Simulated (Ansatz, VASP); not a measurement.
KTaO3: VASP beside Ansatz

File INCAR:

```
SYSTEM = KTaO3
PREC = Accurate ; ENCUT = 520
EDIFF = 1E-6 ; ISMEAR = 0
SIGMA = 0.05 ; LREAL = .False.
LASPH = .True. ; NELM = 60
ALGO = Normal ; ISIF = 2
LWAVE = .False. ; LCHARG = .True.
GGA = PS ; LELF = .True.
LVHAR = .True. ; NBANDS = 27
```

The input KPOINTS:

```
Automatic mesh
0
Gamma
  8 8 8
  0 0 0
```

The input POSCAR:

```
KTaO3
1.0
    3.8799934441      0.0000000000      0.0000000000
    0.0000000000      3.8799934441      0.0000000000
    0.0000000000      0.0000000000      4.2047488954
K Ta O
1 1 3
Direct
    0.5000000000      0.5000000000      0.5000000000
    0.0000000000      0.0000000000      0.0000000000
    0.5000000000      0.0000000000      0.0000000000
    0.0000000000      0.5000000000      0.0000000000
    0.0000000000      0.0000000000      0.5000000000
```

Input for Ansatz:

```yaml
crystal:
  lattice:
    - [3.8799934441, 0.0, 0.0]
    - [0.0, 3.8799934441, 0.0]
    - [0.0, 0.0, 4.2047488954]
  atoms:
    - { symbol: K, position: [0.5, 0.5, 0.5] }
    - { symbol: Ta, position: [0.0, 0.0, 0.0] }
    - { symbol: O, position: [0.5, 0.0, 0.0] }
    - { symbol: O, position: [0.0, 0.5, 0.0] }
    - { symbol: O, position: [0.0, 0.0, 0.5] }
basis:
  ecutwfc: 520.0
kpoints:
  mp_grid: { grid: [8, 8, 8] }
hamiltonian:
  xc: pbesol
  pseudopotentials: { kind: paw }
scf:
  occupations: { method: gaussian, width: 0.05 }
output:
  forces: true
  stress: true
  eigenvalues: true
```

Alike in both runs: task single point; functional PBEsol; k mesh 8 × 8 × 8; occupations gaussian, width 0.05 eV; no spin polarisation.

|  | VASP | Ansatz |
| --- | --- | --- |
| version | VASP 6.6.1 | Ansatz 0.2.0 |
| potentials or method | VASP PAW PBE potentials, release 64 (K_sv, Ta_pv, O), cutoff 520 eV | scalar-relativistic, plane waves, PAW |
| valence electrons in the cell | 38 | 40 |

|  | VASP | Ansatz | Ansatz less VASP |
| --- | --- | --- | --- |
| gap on the k mesh at the Fermi level (eV) | 1.99 | 2.03 | +0.044 |
| least direct gap on the mesh (eV) | 2.50 | 2.53 | +0.037 |
| pressure (GPa) | 3.2 | 2.4 | -0.81 |
| traceless stress, the component that is largest in VASP (GPa) | -18.66 | -18.30 | +0.356 |

VASP's potentials were made for PBE, not for PBEsol. With one functional, cell and mesh, what is left measures potentials, basis and numerics. VASP's potentials hold 38 valence electrons a cell and Ansatz's 40, so a difference there can come from the potentials and not from the codes.

Spin-orbit coupling is off throughout.
